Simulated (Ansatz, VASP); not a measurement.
Rh in VASP and in Ansatz

POSCAR

```
Rh
1.0
    0.0000000000      1.8862802556      1.8862802556
    1.8862802556      0.0000000000      1.8862802556
    1.8862802556      1.8862802556      0.0000000000
Rh
1
Direct
    0.0000000000      0.0000000000      0.0000000000
```

INCAR.step1

```
PREC = Accurate ; ENCUT = 680
ISMEAR = 0 ; SIGMA = 0.05
LREAL = F ; LASPH = T
NELM = 120 ; NBANDS = 14
GGA = PE ; ALGO = Normal
EDIFF = 1E-5 ; LWAVE = T
LCHARG = F ; GGA_COMPAT = F
```

The input INCAR.step2:

```
PREC = Accurate ; ENCUT = 680
EDIFF = 1E-6 ; ISMEAR = 0
SIGMA = 0.05 ; LREAL = F
LASPH = T ; NELM = 120
ALGO = Normal ; ISIF = 2
LWAVE = F ; LCHARG = F
METAGGA = R2SCAN ; LMIXTAU = T
NBANDS = 14 ; ISTART = 1
GGA_COMPAT = F
```

The input KPOINTS:

```
Automatic mesh
0
Gamma
  18 18 18
```

Input for Ansatz:

```yaml
crystal:
  lattice:
    - [0.0, 1.886280254, 1.886280254]
    - [1.886280254, 0.0, 1.886280254]
    - [1.886280254, 1.886280254, 0.0]
  atoms:
    - { symbol: Rh, position: [0.0, 0.0, 0.0] }
basis:
  ecutwfc: 500
  ecutrho_ratio: 4
kpoints:
  mp_grid: { grid: [18, 18, 18] }
hamiltonian:
  xc: r2scan
scf:
  occupations: { method: gaussian, width: 0.05 }
output:
  forces: true
  stress: true
  eigenvalues: true
```

Alike in both runs: task single point; functional r2SCAN; k mesh 18 × 18 × 18; occupations gaussian, width 0.05 eV; no spin polarisation.

|  | VASP | Ansatz |
| --- | --- | --- |
| version | VASP 6.6.1 | Ansatz 0.2.0 |
| potentials or method | VASP PAW PBE potentials, release 64 (Rh_sv_GW), cutoff 680 eV | scalar-relativistic, plane waves, PAW |
| valence electrons in the cell | 17 | 17 |

```tsv
	VASP	Ansatz	Ansatz less VASP
gap on the k mesh at the Fermi level (eV)	none	none	-
pressure (GPa)	6.5	6.4	-0.06
```

VASP's potentials were made for PBE, not for r2SCAN. A gap of «none» marks a metal or a gap that the smearing closes.
